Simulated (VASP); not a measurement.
Al16As16H (a cell with a defect), 33 atoms in the cell. The cell holds a defect, 33 atoms: a = 9.921 Å, b = 9.921 Å, c = 9.921 Å, α = 109.47°, β = 109.47°, γ = 109.47°.  This cell differs from its parent crystal: with an interstitial atom, then relaxed in part.

* Program: VASP 6.6.1
* Task: single point
* Functional: PBE
* Potentials or basis: VASP PAW PBE potentials, release 64 (Al, As, H)
* Cutoff: 520 eV
* k mesh: 2 × 2 × 2, shifted
* Occupations: gaussian, width 0.01 eV
* Spin: no spin polarisation
* Dipole correction: no
* Charge: -1
* Further INCAR settings: LREAL = Auto; ALGO = Normal; EDIFF = 1e-06; NBANDS = 86; NELECT = 130.0

Potentials or basis: VASP PAW PBE potentials, release 64 (Al, As, H).

Launch:

```console
$ cat potpaw_PBE.64/Al/POTCAR potpaw_PBE.64/As/POTCAR potpaw_PBE.64/H/POTCAR > POTCAR
$ mpirun -np 1 vasp_std > vasp.out
```

Hardware: 1 thread of Intel Xeon 8259CL, on a shared host.

Q: How long does it take, and how much memory?

A: Run time: 8.5 min on 1 thread of Intel Xeon 8259CL, on a shared host, peak memory 0.95 GiB. Counts: scf iterations 15, k points 2.
